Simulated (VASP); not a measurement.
# MoS2: single point with PBE+D3(BJ)

Crystal: MoS2.

```
Mo S
1.0
     1.56673    0.90455    5.95890
    -1.56673    0.90455    5.95890
     0.00000   -1.80910    5.95890
Mo S
1 2
Direct
  0.02016 0.02016 0.93742
  0.75633 0.75633 0.75633
  0.24367 0.24367 0.24367
```

This cell differs from its parent crystal: all Mo atoms moved -0.200 Å, as atom 1 towards its neighbour atom 2 (S) at 2.417 Å.

| Property | Result |
| --- | --- |
| Program | VASP 6.6.1 |
| Task | single point |
| Functional | PBE |
| Dispersion | D3(BJ) |
| Potentials or basis | VASP PAW PBE potentials, release 64 (Mo_sv, S) |
| Cutoff | 520 eV |
| k mesh | 18 × 18 × 18 |
| Occupations | gaussian, width 0.15 eV |
| Spin | no spin polarisation |
| Dipole correction | no |
| Further INCAR settings | ALGO = Fast; EDIFF = 1e-07; NBANDS = 20 |

```json
{
  "Pressure": "2.7 GPa",
  "Largest force": "3.505 eV/Å",
  "Band gap on the k mesh": "zero (bands 13 and 14 overlap by 0.49 eV)",
  "Dispersion energy per atom": "-0.450 eV"
}
```

Forces in eV/Å, atoms in the order of the input:
```
Mo   0.000 -1.585  3.126
S    0.000  0.256 -1.208
S    0.000  1.330 -1.919
```

Stress tensor (GPa, compression positive):
```
-0.97  0.00  0.00
 0.00  6.57 -4.76
 0.00 -4.76  2.39
```

Levels at points of the mesh, in eV from the Fermi level:
```tsv
k point	band 9	band 10	band 11	band 12	band 13	band 14	band 15	band 16	band 17	band 18
(0.00, 0.00, 0.00)	-3.77	-2.17	-1.08	-1.05	-0.81	0.49	0.50	3.08	3.23	6.46
(0.50, 0.00, 0.00)	-5.35	-4.13	-2.89	-2.03	-0.83	1.38	2.14	2.89	3.91	5.95
(0.00, 0.00, 0.50)	-5.24	-4.02	-2.70	-2.00	-1.23	1.35	2.10	3.10	3.42	5.77
(0.50, 0.50, 0.00)	-4.47	-3.89	-2.82	-2.47	-1.64	1.35	1.73	3.75	3.78	5.48
(0.50, 0.00, 0.50)	-4.60	-4.03	-3.20	-2.14	-1.26	1.38	1.81	3.46	4.62	5.17
(0.50, 0.50, 0.50)	-3.74	-3.61	-1.15	-1.08	-0.12	0.31	0.47	3.29	3.33	6.71
```

It took 100 min on 1 thread of Oxide Virtual Turin-like Processor, on a shared host, peak memory 1.4 GiB.

Caveat: the cell differs from its parent crystal (all Mo atoms moved -0.200 Å, as atom 1 towards its neighbour atom 2 (S) at 2.417 Å); the stress differs along the axes, from -1 to 7 GPa; forces of over 1 eV/Å act on the atoms, so gaps and moduli don't describe the material at rest.
